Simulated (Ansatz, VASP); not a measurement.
## SiC: VASP beside Ansatz

The input INCAR:

```
SYSTEM = SiC
ALGO = Normal
EDIFF = 1E-6
ENCUT = 520
GGA = PS
ISIF = 2
ISMEAR = 0
LASPH = .TRUE.
LCHARG = .FALSE.
LREAL = .FALSE.
LWAVE = .FALSE.
NBANDS = 11
NELM = 100
PREC = Accurate
SIGMA = 0.05
```

File KPOINTS:

```
k-points
0
G
  20 20 20
  0 0 0
```

The input POSCAR:

```
SiC
1.0
    0.0000000000      1.9617818787      1.9617818787
    1.9617818787      0.0000000000      1.9617818787
    1.9617818787      1.9617818787      0.0000000000
C Si
1 1
Direct
    0.0000000000      0.0000000000      0.0000000000
    0.5000000000      0.5000000000      0.5000000000
```

Input for Ansatz:

```yaml
crystal:
  lattice:
    - [0.0, 1.9617818787, 1.9617818787]
    - [1.9617818787, 0.0, 1.9617818787]
    - [1.9617818787, 1.9617818787, 0.0]
  atoms:
    - { symbol: C, position: [0.0, 0.0, 0.0] }
    - { symbol: Si, position: [0.5, 0.5, 0.5] }
basis:
  ecutwfc: 420
  ecutrho_ratio: 4
kpoints:
  mp_grid: { grid: [20, 20, 20] }
hamiltonian:
  xc: pbesol
scf:
  occupations: { method: gaussian, width: 0.05 }
output:
  forces: true
  stress: true
  eigenvalues: true
```

Alike in both runs: task single point; functional PBEsol; k mesh 20 × 20 × 20; occupations gaussian, width 0.05 eV; no spin polarisation.

```csv
,VASP,Ansatz
version,VASP 6.6.1,Ansatz 0.2.0
potentials or method,"VASP PAW PBE potentials, release 64 (C, Si), cutoff 520 eV","scalar-relativistic, plane waves, PAW"
valence electrons in the cell,8,8
```

Ansatz gave:

| Quantity | Value |
| --- | --- |
| gap on the k mesh at the Fermi level (eV) | none |
| pressure (GPa) | 25.7 |

**Question.** Estimate VASP's values.

**Answer.** gap on the k mesh at the Fermi level (eV): none; pressure (GPa): 26.4.

VASP's potentials were made for PBE, not for PBEsol. A gap of «none» marks a metal or a gap that the smearing closes.
